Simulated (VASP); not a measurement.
Input of a VASP 6.6.1 run:

INCAR

```
SYSTEM = C
  ALGO = Normal
  EDIFF = 1E-6
  ENCUT = 520
  GGA = PS
  ISIF = 2
  ISMEAR = 0
  IVDW = 12
  LASPH = .True.
  LCHARG = .True.
  LELF = .True.
  LREAL = .False.
  LVHAR = .True.
  LWAVE = .False.
  NBANDS = 11
  NELM = 60
  PREC = Accurate
  SIGMA = 0.03
```

The input KPOINTS:

```
k-points
0
Gamma
  16 16 16
  0 0 0
```

File POSCAR:

```
C
1.0
    0.0000000000      2.0894413751      3.2641567761
    1.2071379834      0.0000000000      3.2641567761
    1.2071379834      2.0894413751      0.0000000000
C
2
Direct
    0.2019510748      0.7980489252      0.2019510748
    0.7980489252      0.2019510748      0.7980489252
```

Potentials or basis: VASP PAW PBE potentials, release 64 (C).

The run is started by

```console
$ cat potpaw_PBE.64/C/POTCAR > POTCAR
$ mpirun -np 1 vasp_std > vasp.out
```

Question: What does it give for the band gap on the k mesh?

Answer: Zero (bands 4 and 5 overlap by 2.58 eV).

Question: Predict the pressure.

Answer: 48.9 GPa.

Question: Estimate the largest force.

Answer: 9.282 eV/Å.

Forces on the atoms (eV/Å):
```
C    0.000 -9.282  0.000
C    0.000  9.282  0.000
```

Caveat: the cell differs from its parent crystal (atoms shifted along a free coordinate); the stress differs along the axes, from 0 to 117 GPa; the PAW data sets were made with another functional, which shifts forces and pressure a little.
